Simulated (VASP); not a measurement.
A run of VASP 6.6.1 is set up as follows.

The input INCAR:

```
ALGO = Normal
EDIFF = 1E-6
EDIFFG = -0.04
ENCUT = 600
GGA = PE
IBRION = 2
ISIF = 3
ISMEAR = 0
LASPH = T
LCHARG = F
LREAL = F
LWAVE = F
NELM = 100
NSW = 90
PREC = Accurate
SIGMA = 0.1
```

KPOINTS

```
k-points
0
Gamma
  6 6 2
```

POSCAR

```
Ti2NbB3
1.0
    2.7764632700      0.0000000000      0.0000000000
    0.0000000000      2.7764632700      0.0000000000
    0.0000000000      0.0000000000      8.4061182100
Ti Nb B
2 1 3
Direct
    0.5000000000      0.5000000000      0.3248246900
    0.5000000000      0.5000000000      0.6751753100
    0.5000000000      0.5000000000      0.0000000000
    0.0000000000      0.0000000000      0.8390681100
    0.0000000000      0.0000000000      0.1609318900
    0.0000000000      0.0000000000      0.5000000000
```

Potentials or basis: VASP PAW PBE potentials, release 64 (Ti_sv, Nb_sv, B).

Run with:

```console
$ cat potpaw_PBE.64/Ti_sv/POTCAR potpaw_PBE.64/Nb_sv/POTCAR potpaw_PBE.64/B/POTCAR > POTCAR
$ mpirun -np 1 vasp_std > vasp.out
```

(1) What does it give for the relaxed cell?

(2) Estimate the band gap on the k mesh.

Answers

(1) a = 3.009 Å, b = 3.009 Å, c = 7.362 Å, α = 90.00°, β = 90.00°, γ = 90.00°.

(2) zero (band 23 reaches 10.48 eV, above the bottom of band 24 at 9.42 eV).

Caveat: the k points lie up to 0.43 Å⁻¹ apart in the final cell.
